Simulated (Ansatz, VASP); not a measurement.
# Two plane-wave programs on Rh

```xyz
1
Lattice="0.0000 1.6927 2.3935 1.6927 0.0000 2.3935 1.6927 1.6927 0.0000" Properties=species:S:1:pos:R:3 pbc="T T T"
Rh    0.0000    0.0000    0.0000
```

Alike in both runs: task single point; functional r2SCAN; k mesh 30 × 30 × 30; occupations gaussian, width 0.15 eV; no spin polarisation.

|  | VASP | Ansatz |
| --- | --- | --- |
| version | VASP 6.6.1 | Ansatz 0.2.0 |
| potentials or method | VASP PAW PBE potentials, release 64 (Rh_pv), cutoff 520 eV | scalar-relativistic, plane waves, PAW |
| valence electrons in the cell | 15 | 17 |

VASP gave:

```
gap on the k mesh at the Fermi level (eV)                     : none
pressure (GPa)                                                : 24.5
traceless stress, the component that is largest in VASP (GPa) : -47.43
```

Q: What did Ansatz give for the same quantities?

A: gap on the k mesh at the Fermi level (eV): none; pressure (GPa): 22.9; traceless stress, the component that is largest in VASP (GPa): -46.60.

VASP's potentials were made for PBE, not for r2SCAN. A gap of «none» marks a metal or a gap that the smearing closes. With one functional, cell and mesh, what is left measures potentials, basis and numerics. VASP's potentials hold 15 valence electrons a cell and Ansatz's 17, so a difference there can come from the potentials and not from the codes.
